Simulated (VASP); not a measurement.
# CuAu (P4/mmm) in VASP: a series of runs

The runs below take CuAu through electric field gradients, with PBEsol.

Program: VASP 6.6.1. These are calculated values, not measurements. Logs are shortened: lines on timing, memory, paths and dates and some standing lists are left out, and cuts for length are marked.

## Step 1: The cell of the first run

Symmetry: P4/mmm, No. 123, tetragonal system. The conventional cell has a = 2.800 Å, b = 2.800 Å, c = 3.707 Å, α = 90.00°, β = 90.00°, γ = 90.00°. Within 3.8 Å of Cu (site symmetry 4/mmm) lie 8 Au at 2.71 Å and 6 Cu at 2.80 to 3.71 Å. Within 3.8 Å of Au (site symmetry 4/mmm) lie 8 Cu at 2.71 Å and 6 Au at 2.80 to 3.71 Å.

## Step 2: Electric field gradients, PBEsol (zz strain of +1 %)

INCAR

```
ALGO = Normal ; EDIFF = 1E-8
ENCUT = 520 ; GGA = PS
ISIF = 2 ; ISMEAR = -1
LASPH = T ; LCHARG = F
LEFG = T ; LREAL = F
LWAVE = F ; NBANDS = 18
NELM = 60 ; PREC = Accurate
SIGMA = 0.05
```

KPOINTS

```
k-points
0
Gamma
  13 13 10
```

POSCAR

```
CuAu
1.0
    2.8000000000      0.0000000000      0.0000000000
    0.0000000000      2.8000000000      0.0000000000
    0.0000000000      0.0000000000      3.7067000000
Cu Au
1 1
Direct
    0.5000000000      0.5000000000      0.5000000000
    0.0000000000      0.0000000000      0.0000000000
```

Potentials or basis: VASP PAW PBE potentials, release 64 (Cu, Au).

Launch:

```console
$ cat potpaw_PBE.64/Cu/POTCAR potpaw_PBE.64/Au/POTCAR > POTCAR
$ mpirun -np 1 vasp_std > vasp.out
```

OUTCAR:

```text
EDIFF = 1E-8
   ENCUT = 520
   GGA = PS
   ISIF = 2
   ISMEAR = -1
   LASPH = T
   LREAL = F
   NELM = 60
   PREC = Accurate

 ion  position               nearest neighbor table
   1  0.500  0.500  0.500-   2 2.71   2 2.71   2 2.71   2 2.71   2 2.71   2 2.71   2 2.71   2 2.71

   2  0.000  0.000  0.000-   1 2.71   1 2.71   1 2.71   1 2.71   1 2.71   1 2.71   1 2.71   1 2.71

  LATTYP: Found a simple tetragonal cell.
 ALAT       =     2.8000000000
 C/A-ratio  =     1.3238214286

  Lattice vectors:

 A1 = (   2.8000000000,   0.0000000000,   0.0000000000)
 A2 = (   0.0000000000,   2.8000000000,   0.0000000000)
 A3 = (   0.0000000000,   0.0000000000,   3.7067000000)

Analysis of symmetry for initial positions (statically):
=====================================================================
 Subroutine PRICEL returns:
 Original cell was already a primitive cell.

 Routine SETGRP: Setting up the symmetry group for a
 simple tetragonal supercell.

 Subroutine GETGRP returns: Found 16 space group operations
 (whereof 16 operations were pure point group operations)
 out of a pool of 16 trial point group operations.

The static configuration has the point symmetry D_4h.

Analysis of symmetry for dynamics (positions and initial velocities):
=====================================================================
 Subroutine PRICEL returns:
 Original cell was already a primitive cell.

 Routine SETGRP: Setting up the symmetry group for a
 simple tetragonal supercell.

 Subroutine GETGRP returns: Found 16 space group operations
 (whereof 16 operations were pure point group operations)
 out of a pool of 16 trial point group operations.

The dynamic configuration has the point symmetry D_4h.

 Subroutine INISYM returns: Found 16 space group operations
 (whereof 16 operations are pure point group operations),
 and found     1 'primitive' translations

----------------------------------------------------------------------------------------

                                     Primitive cell

  volume of cell :      29.0605

  direct lattice vectors                    reciprocal lattice vectors
     2.800000000  0.000000000  0.000000000     0.357142857  0.000000000  0.000000000
     0.000000000  2.800000000  0.000000000     0.000000000  0.357142857  0.000000000
     0.000000000  0.000000000  3.706700000     0.000000000  0.000000000  0.269781747

  length of vectors
     2.800000000  2.800000000  3.706700000     0.357142857  0.357142857  0.269781747

  position of ions in fractional coordinates (direct lattice)
     0.500000000  0.500000000  0.500000000
     0.000000000  0.000000000  0.000000000

  ion indices of the primitive-cell ions
   primitive index   ion index
                 1           1
                 2           2

----------------------------------------------------------------------------------------

 KPOINTS: k-points

Automatic generation of k-mesh.
 Grid dimensions read from file:
 generate k-points for:   13   13   10

 Generating k-lattice:

  Cartesian coordinates                     Fractional coordinates (reciprocal lattice)
     0.027472527  0.000000000  0.000000000     0.076923077  0.000000000  0.000000000
     0.000000000  0.027472527  0.000000000     0.000000000  0.076923077  0.000000000
     0.000000000  0.000000000  0.026978175     0.000000000  0.000000000  0.100000000

  Length of vectors
     0.027472527  0.027472527  0.026978175

  Shift w.r.t. Gamma in fractional coordinates (k-lattice)
     0.000000000  0.000000000  0.000000000

 Subroutine IBZKPT returns following result:
 ===========================================

 Found    168 irreducible k-points:

 Following reciprocal coordinates:
            Coordinates               Weight
  0.000000  0.000000  0.000000      1.000000
  0.076923  0.000000  0.000000      4.000000
  0.153846  0.000000  0.000000      4.000000
  0.230769  0.000000  0.000000      4.000000
  0.307692  0.000000  0.000000      4.000000
  0.384615  0.000000  0.000000      4.000000
[... 16 lines left out ...]
  0.307692  0.307692  0.000000      4.000000
  0.384615  0.307692  0.000000      8.000000
 [... further k-points ...]
   k-points           NKPTS =    168   k-points in BZ     NKDIM =    168   number of bands    NBANDS=     18
   number of dos      NEDOS =    301   number of ions     NIONS =      2
   total plane-waves  NPLWV =  16128
   dimension x,y,z NGX =    24 NGY =   24 NGZ =   28
   dimension x,y,z NGXF=    48 NGYF=   48 NGZF=   56
   ions per type =               1   1
   NGX,Y,Z   is equivalent  to a cutoff of  14.25, 14.25, 12.56 a.u.
   NGXF,Y,Z  is equivalent  to a cutoff of  28.50, 28.50, 25.12 a.u.
 SYSTEM =  unknown system
   PREC   = accura    normal or accurate (medium, high low for compatibility)
   ISTART =      0    job   : 0-new  1-cont  2-samecut
   ICHARG =      2    charge: 1-file 2-atom 10-const
   ISPIN  =      1    spin polarized calculation?
   LNONCOLLINEAR =      F non collinear calculations
   LSORBIT =      F    spin-orbit coupling
   LASPH  =      T    aspherical Exc in radial PAW
   ENCUT  =  520.0 eV  38.22 Ry    6.18 a.u.   5.21  5.21  6.89*2*pi/ulx,y,z
   NELM   =     60;   NELMIN=  2; NELMDL= -5     # of ELM steps
   EDIFF  = 0.1E-07   stopping-criterion for ELM
   LREAL  =      F    real-space projection
   EDIFFG = 0.1E-06   stopping-criterion for IOM
   NSW    =      0    number of steps for IOM
   IBRION =     -1    ionic relax: 0-MD 1-quasi-New 2-CG
   NFREE  =      0    steps in history (QN), initial steepest desc. (CG)
   ISIF   =      2    stress and relaxation
   ISYM   =      2    0-nonsym 1-usesym 2-fastsym
   POTIM  = 0.5000    time-step for ionic-motion
   TEBEG  =    0.0;   TEEND  =   0.0 temperature during run
   PSTRESS=    0.0 pullay stress
   NELECT =      22.0000    total number of electrons
   NUPDOWN=      -1.0000    fix difference up-down
   EMIN   =  10.00;   EMAX   =-10.00  energy-range for DOS
   EFERMI =   0.00;   METHOD = LEGACY
   ISMEAR =    -1;   SIGMA  =   0.05  broadening in eV -4-tet -1-fermi 0-gaus
   EFERMI_NEDOS =   21; number of points for ismear=-14 and -15
   IALGO  =     38    algorithm
   IMIX   =      4    mixing-type and parameters
     AMIX     =   0.40;   BMIX     =  1.00
     AMIX_MAG =   1.60;   BMIX_MAG =  1.00
  volume/ion in A,a.u.               =      14.53        98.06
  Fermi-wavevector in a.u.,A,eV,Ry     =   1.492043  2.819552 30.289169  2.226191
  Thomas-Fermi vector in A             =   2.604621
   LORBIT       =      0    0 simple, 1 ext, 2 COOP (PROOUT), +10 PAW based schemes
   GGA     = PS    functional components
   LHFCALC =     F    Hartree Fock is set to
   AEXX    =    0.0000 exact exchange contribution
   IVDW    =     0    specifies the selected vdW correction
   LEPSILON=     F    determine dielectric tensor
   LRPA    =     F    only Hartree local field effects (RPA)
 non-spin polarized calculation
  energy-cutoff  :      520.00
  volume of cell :       29.06
 maximum number of plane-waves:       806
 NGX is ok and might be reduce to    24
   NGX = 11   NGY = 11   NGZ = 13

 number of electron      22.0000016 magnetization

 Free energy of the ion-electron system (eV)
  ---------------------------------------------------
  ext. energy  EPLUGINS =         0.00000000
  ---------------------------------------------------
  free energy    TOTEN  =        -8.35194923 eV

  energy without entropy =       -8.34817733  energy(sigma->0) =       -8.35006328

 E-fermi :   8.6019     XC(G=0): -12.8452

 val. band max:        8.5824784747   @ k =   0.4615   0.1538   0.4000
 cond. band min:       8.6254850215   @ k =   0.4615   0.3846   0.1000
 fundamental gap:      0.0430065468
 Fermi energy:         8.6018521981

 k-point     1 :       0.0000    0.0000    0.0000
  band No.  band energies     occupation
      1      -1.2757      2.00000
      2       1.9169      2.00000
      3       2.0908      2.00000
      4       4.5263      2.00000
      5       4.5263      2.00000
      6       5.6168      2.00000
[... 10 lines left out ...]
     17      25.4915      0.00000
     18      25.9396      0.00000
[... 463 lines left out ...]
 k-point    24 :       0.3846    0.3077    0.0000
  band No.  band energies     occupation
      1       1.9707      2.00000
      2       2.9164      2.00000
      3       2.9896      2.00000
      4       3.2727      2.00000
      5       4.6823      2.00000
      6       5.8296      2.00000
[... 10 lines left out ...]
     17      21.5653      0.00000
     18      21.8057      0.00000

 [... further k-points ...]

------------------------ aborting loop because EDIFF is reached ----------------------------------------

  FORCE on cell =-STRESS in cart. coord.  units (eV):
  Direction    XX          YY          ZZ          XY          YZ          ZX
  --------------------------------------------------------------------------------------
  -------------------------------------------------------------------------------------
  Total       -0.6264690     -0.6264690     -0.6249652      0.0000000      0.0000000      0.0000000
  in kB      -34.5387562    -34.5387562    -34.4558460      0.0000000      0.0000000      0.0000000
  external PRESSURE =     -34.5111194 kB  Pullay stress =       0.0000000 kB

 VOLUME and BASIS-vectors are now :
 -----------------------------------------------------------------------------
  energy-cutoff  :      520.00
  volume of cell :       29.06
      direct lattice vectors                 reciprocal lattice vectors
     2.800000000  0.000000000  0.000000000     0.357142857  0.000000000  0.000000000
     0.000000000  2.800000000  0.000000000     0.000000000  0.357142857  0.000000000
     0.000000000  0.000000000  3.706700000     0.000000000  0.000000000  0.269781747

 POSITION                                       TOTAL-FORCE (eV/Angst)
 -----------------------------------------------------------------------------------
      1.40000      1.40000      1.85335         0.000000      0.000000      0.000000
      0.00000      0.00000      0.00000         0.000000      0.000000      0.000000
 -----------------------------------------------------------------------------------
    total drift:                                0.000000      0.000000     -0.000000

  FREE ENERGIE OF THE ION-ELECTRON SYSTEM (eV)
  ---------------------------------------------------
  free  energy   TOTEN  =        -8.3519492274 eV

  energy  without entropy=       -8.3481773303  energy(sigma->0) =       -8.35006328

 Electric field gradients (V/A^2)
---------------------------------------------------------------------
 ion       V_xx      V_yy      V_zz      V_xy      V_xz      V_yz
---------------------------------------------------------------------
   1       6.694     6.694   -13.387     0.000     0.000     0.000
   2     -41.257   -41.257    82.513    -0.000    -0.000    -0.000
---------------------------------------------------------------------

 Electric field gradients after diagonalization (V/A^2)
 (convention: |V_zz| > |V_xx| > |V_yy|)
----------------------------------------------------------------------
 ion       V_xx      V_yy      V_zz     asymmetry (V_yy - V_xx)/ V_zz
----------------------------------------------------------------------
   1       6.694     6.694   -13.387       0.000
   2     -41.257   -41.257    82.513       0.000
----------------------------------------------------------------------

           NMR quadrupolar parameters

 Cq : quadrupolar parameter    Cq=e*Q*V_zz/h
 eta: asymmetry parameters     (V_yy - V_xx)/ V_zz
 Q  : nuclear electric quadrupole moment in mb (millibarn)
----------------------------------------------------------------------
 ion       Cq(MHz)       eta       Q (mb)
----------------------------------------------------------------------
   1      -0.032       0.000       1.000
   2       0.200       0.000       1.000
----------------------------------------------------------------------
```

Run time: 37 s. Hardware: 1 thread of Intel Xeon Platinum 8488C (Sapphire Rapids), shared host; peak memory 0.22 GiB.

Results:

| Property | Result |
| --- | --- |
| Free energy | -8.3519 eV |
| Pressure | -3.5 GPa |
| Band gap on the k mesh | zero (bands 11 and 12 overlap by 6.36 eV) |
| Largest electric field gradient by atom | Cu -13.4; Au +82.5 V/Å² |

Electric field gradients, principal values (V/Å²):
| atom | least | middle | greatest (by size) |
| --- | --- | --- | --- |
| 1 Cu | 6.694 | 6.694 | -13.387 |
| 2 Au | -41.257 | -41.257 | 82.513 |

Caveat: the cell differs from its parent crystal (zz strain of +1 %); the cell stands under tension; without QUAD_EFG the Cq values of the log hold for a quadrupole moment of 1 mb, not for the nuclei; the PAW data sets were made with another functional, which shifts forces and pressure a little; spin-orbit coupling is left out, which moves the levels of the heavy elements.

(Part 1 of 3 ends here.)
